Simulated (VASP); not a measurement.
A run of VASP 6.6.1:

The input INCAR:

```
SYSTEM = TaN
PREC = Accurate
ENCUT = 520
EDIFF = 1E-7
ISMEAR = 0
SIGMA = 0.15
LREAL = .False.
LASPH = .True.
NELM = 80
ALGO = Normal
ISIF = 2
LWAVE = .False.
LCHARG = .False.
GGA = PS
NBANDS = 15
```

KPOINTS

```
regular mesh
0
Gamma
  21 21 18
  0 0 0
```

File POSCAR:

```
TaN
1.0
    3.0163717829      0.0000000000      0.0000000000
   -1.5081858914      2.6122545913      0.0000000000
    0.0000000000      0.0000000000      3.0214996149
Ta N
1 1
Direct
    0.3333333333      0.6666666667      0.5000000000
    0.0000000000      0.0000000000      0.0000000000
```

Potentials or basis: VASP PAW PBE potentials, release 64 (Ta_pv, N).

The run is started by

```console
$ cat potpaw_PBE.64/Ta_pv/POTCAR potpaw_PBE.64/N/POTCAR > POTCAR
$ mpirun -np 1 vasp_std > vasp.out
```

Hardware: 1 thread of Intel Xeon 8259CL (shared host).

**Question.** Estimate the wall time of this run.

**Answer.** Wall time 2.6 min on 1 thread of Intel Xeon 8259CL (shared host), peak memory 0.29 GiB. Counts: scf iterations 13, k points 480.
